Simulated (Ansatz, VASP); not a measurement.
**Pt: VASP beside Ansatz**

```
Pt
1.0
     0.00000    1.95600    1.95600
     1.95600    0.00000    1.95600
     1.95600    1.95600    0.00000
Pt
1
Direct
  0.00000 0.00000 0.00000
```

Alike in both runs: task single point; functional LDA; k mesh 13 × 13 × 13; occupations fermi-dirac, width 0.05 eV; no spin polarisation.

|  | VASP | Ansatz |
| --- | --- | --- |
| version | VASP 6.6.1 | Ansatz 0.2.0 |
| potentials or method | VASP PAW LDA potentials, release 64 (Pt), cutoff 500 eV | PAW, plane waves, scalar-relativistic |
| valence electrons in the cell | 10 | 18 |

|  | VASP | Ansatz | Ansatz less VASP |
| --- | --- | --- | --- |
| pressure (GPa) | -3.4 | -4.1 | -0.72 |

LDA's correlation is that of Perdew and Zunger in VASP and of Perdew and Wang (1992) in Ansatz. VASP's potentials hold 10 valence electrons a cell and Ansatz's 18, so a difference there can come from the potentials and not from the codes.

Spin-orbit coupling is off throughout.
